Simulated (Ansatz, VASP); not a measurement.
**One calculation of Ga3SbAs2, two programs**

The input INCAR:

```
PREC = Accurate
ENCUT = 600
EDIFF = 1E-7
ISMEAR = 0
SIGMA = 0.1
LREAL = F
LASPH = T
NELM = 80
ALGO = Normal
ISIF = 3
LWAVE = F
LCHARG = F
GGA = PE
IBRION = 2
NSW = 90
EDIFFG = -0.04
```

File KPOINTS:

```
regular mesh
0
Gamma
  6 6 2
```

Contents of POSCAR:

```
Ga3SbAs2
1.0
    3.9774731700      0.0000000000      0.0000000000
   -1.9887365900      3.4445928100      0.0000000000
    0.0000000000      0.0000000000      9.7427797400
Ga Sb As
3 1 2
Direct
    0.0000000000      0.0000000000      0.0000000000
    0.3333333300      0.6666666700      0.6666666700
    0.6666666700      0.3333333300      0.3333333300
    0.0000000000      0.0000000000      0.7500000000
    0.3333333300      0.6666666700      0.4166666700
    0.6666666700      0.3333333300      0.0833333300
```

Input for Ansatz:

```yaml
crystal:
  lattice:
    - [3.97747317, 0.0, 0.0]
    - [-1.98873659, 3.44459281, 0.0]
    - [0.0, 0.0, 9.74277974]
  atoms:
    - { symbol: Ga, position: [0.0, 0.0, 0.0] }
    - { symbol: Ga, position: [0.33333333, 0.66666667, 0.66666667] }
    - { symbol: Ga, position: [0.66666667, 0.33333333, 0.33333333] }
    - { symbol: Sb, position: [0.0, 0.0, 0.75] }
    - { symbol: As, position: [0.33333333, 0.66666667, 0.41666667] }
    - { symbol: As, position: [0.66666667, 0.33333333, 0.08333333] }
basis:
  ecutwfc: 420
kpoints:
  mp_grid: { grid: [6, 6, 2] }
hamiltonian:
  xc: pbe
scf:
  occupations: { method: gaussian, width: 0.1 }
  lower_state_search: "off"
output:
  forces: true
  stress: true
  eigenvalues: true
relax:
  adjacent_minimum: "off"
  f_tol: 0.04
  max_steps: 70
  cell: { stress_tol: 0.4 }
```

Alike in both runs: task relaxation of cell and atoms; functional PBE; k mesh 6 × 6 × 2; occupations gaussian, width 0.1 eV; no spin polarisation.

|  | VASP | Ansatz |
| --- | --- | --- |
| version | VASP 6.6.1 | Ansatz 0.2.0 |
| potentials or method | VASP PAW PBE potentials, release 64 (Ga_d, Sb, As), cutoff 600 eV | scalar-relativistic, plane waves, PAW |
| valence electrons in the cell | 54 | 84 |

VASP gave:

* gap on the k mesh at the Fermi level, each at its own relaxed structure (eV): none
* relaxed volume (Å³/atom): 25.90
* relaxed cell length with the largest relative difference (Å): 4.187

Problem. Which values does Ansatz return?

Solution. gap on the k mesh at the Fermi level, each at its own relaxed structure (eV): none; relaxed volume (Å³/atom): 25.83; relaxed cell length with the largest relative difference (Å): 4.181.

A gap of «none» marks a metal or a gap that the smearing closes. VASP's potentials hold 54 valence electrons a cell and Ansatz's 84, so a difference there can come from the potentials and not from the codes.

Neither program's run includes spin-orbit coupling. Noted on VASP's run: the volume moved by over 15 % at a fixed basis, so the end points are rough.
